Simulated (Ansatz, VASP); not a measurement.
ZnS: VASP beside Ansatz

POSCAR

```
ZnS
1.0
   -2.6945131931     -2.6945131931      0.0000000000
    2.6945131931     -2.6945131931      0.0000000000
   -0.4489058980      0.0000000000     10.7780527726
Zn S
4 4
Direct
    0.4843812500      0.5156187500      0.1875000000
   -0.0364437500      0.0364437500      0.4375000000
    0.4427312500      0.5572687500      0.6875000000
   -0.0780937500      0.0780937500      0.9375000000
    0.4739687500      0.0260312500      0.3125000000
   -0.0468562500      0.5468562500      0.5625000000
    0.4323187500      0.0676812500      0.8125000000
   -0.0052062500      0.5052062500      0.0625000000
```

The input INCAR.step1:

```
ALGO     = Normal         # electronic algorithm
EDIFF    = 1E-4           # SCF threshold, eV
ENCUT    = 520            # plane-wave cutoff, eV
GGA      = PE             # functional
ISMEAR   = 0              # smearing method
LASPH    = True           # aspherical terms in the spheres
LCHARG   = False          # write CHGCAR
LREAL    = False          # projectors in reciprocal space
LWAVE    = True           # write WAVECAR
NBANDS   = 46             # bands
NELM     = 100            # most SCF steps
PREC     = Accurate       # precision mode
SIGMA    = 0.05           # smearing width, eV
```

INCAR.step2

```
ALGO     = Normal         # electronic algorithm
EDIFF    = 1E-7           # SCF threshold, eV
ENCUT    = 520            # plane-wave cutoff, eV
ISIF     = 2              # what is computed and relaxed
ISMEAR   = 0              # smearing method
ISTART   = 1            
LASPH    = True           # aspherical terms in the spheres
LCHARG   = True           # write CHGCAR
LELF     = True           # ELF
LMIXTAU  = True         
LREAL    = False          # projectors in reciprocal space
LVHAR    = True         
LWAVE    = False          # write WAVECAR
METAGGA  = R2SCAN         # meta-GGA
NBANDS   = 46             # bands
NELM     = 100            # most SCF steps
PREC     = Accurate       # precision mode
SIGMA    = 0.05           # smearing width, eV
```

File KPOINTS:

```
k-points
0
Gamma
  6 6 2
```

Input for Ansatz:

```yaml
crystal:
  lattice:
    - [-2.6945131931, -2.6945131931, 0.0]
    - [2.6945131931, -2.6945131931, 0.0]
    - [-0.448905898, 0.0, 10.7780527726]
  atoms:
    - { symbol: Zn, position: [0.48438125, 0.51561875, 0.1875] }
    - { symbol: Zn, position: [-0.03644375, 0.03644375, 0.4375] }
    - { symbol: Zn, position: [0.44273125, 0.55726875, 0.6875] }
    - { symbol: Zn, position: [-0.07809375, 0.07809375, 0.9375] }
    - { symbol: S, position: [0.47396875, 0.02603125, 0.3125] }
    - { symbol: S, position: [-0.04685625, 0.54685625, 0.5625] }
    - { symbol: S, position: [0.43231875, 0.06768125, 0.8125] }
    - { symbol: S, position: [-0.00520625, 0.50520625, 0.0625] }
basis:
  ecutwfc: 500
kpoints:
  mp_grid: { grid: [6, 6, 2] }
hamiltonian:
  xc: r2scan
scf:
  occupations: { method: gaussian, width: 0.05 }
output:
  forces: true
  stress: true
  eigenvalues: true
```

Alike in both runs: task single point; functional r2SCAN; k mesh 6 × 6 × 2; occupations gaussian, width 0.05 eV; no spin polarisation.

|  | VASP | Ansatz |
| --- | --- | --- |
| version | VASP 6.6.1 | Ansatz 0.2.0 |
| potentials or method | VASP PAW PBE potentials, release 64 (Zn, S), cutoff 520 eV | scalar-relativistic, plane waves, PAW |
| valence electrons in the cell | 72 | 72 |

```tsv
	VASP	Ansatz	Ansatz less VASP
gap on the k mesh at the Fermi level (eV)	2.56	2.55	-0.009
least direct gap on the mesh (eV)	2.56	2.55	-0.009
pressure (GPa)	1.1	1.0	-0.08
traceless stress, the component that is largest in VASP (GPa)	2.89	2.86	-0.029
rms of the force components (eV/Å)	0.632	0.622	-0.0101
```

VASP's potentials were made for PBE, not for r2SCAN. Atom by atom the forces differ by 0.012 eV/Å (rms over components).
